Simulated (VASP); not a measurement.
Input of a VASP 6.6.1 run:

The input INCAR:

```
SYSTEM = Si16O
ALGO = Normal
EDIFF = 1E-7
ENCUT = 520
GGA = PE
ISIF = 2
ISMEAR = -1
ISPIN = 2
LASPH = .TRUE.
LCHARG = .FALSE.
LORBIT = 11
LREAL = Auto
LWAVE = .FALSE.
MAGMOM = 0 0 0 0 0 0 0 0 0 0 0 0 0 0 0 0 1
NBANDS = 53
NELM = 150
PREC = Accurate
SIGMA = 0.02
```

KPOINTS

```
k-points
0
G
  2 2 2
  0 0 0
```

Contents of POSCAR:

```
Si16O
1.0
    0.0000000000      5.4300000000      5.4300000000
    5.4300000000      0.0000000000      5.4300000000
    5.4300000000      5.4300000000      0.0000000000
Si O
16 1
Direct
    0.0218232044      0.0118784530     -0.0471639042
    0.0901473297      0.2134438306      0.0355064457
   -0.0090055249      0.0249723757      0.4207918969
    0.0689594843      0.1837845304      0.6188305709
   -0.0339318600      0.5670257827     -0.0202670350
    0.1786003683      0.6514548803      0.0669244936
    0.1600828729      0.5274125230      0.4097697974
    0.1738581952      0.6568232044      0.6060865562
    0.4880018416      0.0571546961     -0.0408379374
    0.6212615101      0.1646869245      0.1080570902
    0.4415653775      0.0463904236      0.5105893186
    0.6477900552      0.1648618785      0.5779005525
    0.5503130755      0.5362983425     -0.0617679558
    0.5981767956      0.6773480663      0.1117495396
    0.5334898711      0.5304143646      0.4979097606
    0.6562891344      0.6940423573      0.6102670350
    0.8796316759      0.7489134438      0.4920441989
```

Potentials or basis: VASP PAW PBE potentials, release 64 (Si, O).

Run with:

```console
$ cat potpaw_PBE.64/Si/POTCAR potpaw_PBE.64/O/POTCAR > POTCAR
$ mpirun -np 1 vasp_std > vasp.out
```

Problem. Predict the net moment.

Solution. 0.00 μB per cell.

Problem. Predict the band gap on the k mesh.

Solution. 0.21 eV.

Forces in eV/Å, atoms in the order of the input:
```
Si   2.340  0.003 -1.645
Si  -0.518  2.630 -0.177
Si  -0.314  1.788  1.412
Si  -2.009 -2.718  1.883
Si  -0.226  0.351  1.417
Si  -1.068 -0.702 -0.506
Si   0.973 -0.577 -2.681
Si   1.504 -0.178  0.572
Si   0.484 -0.140  0.110
Si  -0.696  0.398 -0.720
Si  -0.118 -0.395  1.708
Si   1.271 -0.831 -1.802
Si   1.460  2.339 -2.599
Si   0.973  0.222  0.205
Si  -0.328  0.356  1.654
Si  -2.223 -2.870  1.136
O   -1.505  0.325  0.036
```

Caveat: the k points lie up to 0.50 Å⁻¹ apart.
